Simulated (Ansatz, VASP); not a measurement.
One calculation of MgB12, two programs

The input INCAR:

```
SYSTEM = MgB12
  PREC = Accurate
  ENCUT = 520
  EDIFF = 1E-6
  ISMEAR = 0
  SIGMA = 0.1
  LREAL = .FALSE.
  LASPH = .TRUE.
  NELM = 80
  ALGO = Normal
  ISIF = 2
  LWAVE = .FALSE.
  LCHARG = .FALSE.
  GGA = PE
  NBANDS = 31
```

File KPOINTS:

```
regular mesh
0
G
  4 4 4
  0 0 0
```

The input POSCAR:

```
MgB12
1.0
    0.0000000000      4.2030666100      4.2030666100
    4.2030666100      0.0000000000      4.2030666100
    4.2030666100      4.2030666100      0.0000000000
Mg B
1 12
Direct
    0.0000000000      0.0000000000      0.0000000000
    0.4413183900      0.4413183900      0.4413183900
    0.4413183900      0.4413183900      0.6760448400
    0.4413183900      0.6760448400      0.4413183900
    0.6760448400      0.4413183900      0.4413183900
    0.5793365800      0.9206634200      0.9206634200
    0.9206634200      0.5793365800      0.5793365800
    0.9206634200      0.5793365800      0.9206634200
    0.5793365800      0.9206634200      0.5793365800
    0.9206634200      0.9206634200      0.5793365800
    0.5793365800      0.5793365800      0.9206634200
    0.2500000000      0.2500000000      0.2500000000
    0.5000000000      0.5000000000      0.5000000000
```

Input for Ansatz:

```yaml
crystal:
  lattice:
    - [0.0, 4.20306661, 4.20306661]
    - [4.20306661, 0.0, 4.20306661]
    - [4.20306661, 4.20306661, 0.0]
  atoms:
    - { symbol: Mg, position: [0.0, 0.0, 0.0] }
    - { symbol: B, position: [0.44131839, 0.44131839, 0.44131839] }
    - { symbol: B, position: [0.44131839, 0.44131839, 0.67604484] }
    - { symbol: B, position: [0.44131839, 0.67604484, 0.44131839] }
    - { symbol: B, position: [0.67604484, 0.44131839, 0.44131839] }
    - { symbol: B, position: [0.57933658, 0.92066342, 0.92066342] }
    - { symbol: B, position: [0.92066342, 0.57933658, 0.57933658] }
    - { symbol: B, position: [0.92066342, 0.57933658, 0.92066342] }
    - { symbol: B, position: [0.57933658, 0.92066342, 0.57933658] }
    - { symbol: B, position: [0.92066342, 0.92066342, 0.57933658] }
    - { symbol: B, position: [0.57933658, 0.57933658, 0.92066342] }
    - { symbol: B, position: [0.25, 0.25, 0.25] }
    - { symbol: B, position: [0.5, 0.5, 0.5] }
basis:
  ecutwfc: 420
kpoints:
  mp_grid: { grid: [4, 4, 4] }
hamiltonian:
  xc: pbe
scf:
  occupations: { method: gaussian, width: 0.1 }
  lower_state_search: "off"
output:
  forces: true
  stress: true
  eigenvalues: true
```

Alike in both runs: task single point; functional PBE; k mesh 4 × 4 × 4; occupations gaussian, width 0.1 eV; no spin polarisation.

|  | VASP | Ansatz |
| --- | --- | --- |
| version | VASP 6.6.1 | Ansatz 0.2.0 |
| potentials or method | VASP PAW PBE potentials, release 64 (Mg, B), cutoff 520 eV | scalar-relativistic, plane waves, PAW |
| valence electrons in the cell | 38 | 46 |

VASP gave:

| Item | Value |
| --- | --- |
| gap on the k mesh at the Fermi level (eV) | none |
| rms of the force components (eV/Å) | 35.100 |

Q: Which values does Ansatz return?

A: gap on the k mesh at the Fermi level (eV): none; rms of the force components (eV/Å): 33.589.

Atom by atom the forces differ by 1.512 eV/Å (rms over components). A gap of «none» marks a metal or a gap that the smearing closes. VASP's potentials hold 38 valence electrons a cell and Ansatz's 46, so a difference there can come from the potentials and not from the codes.
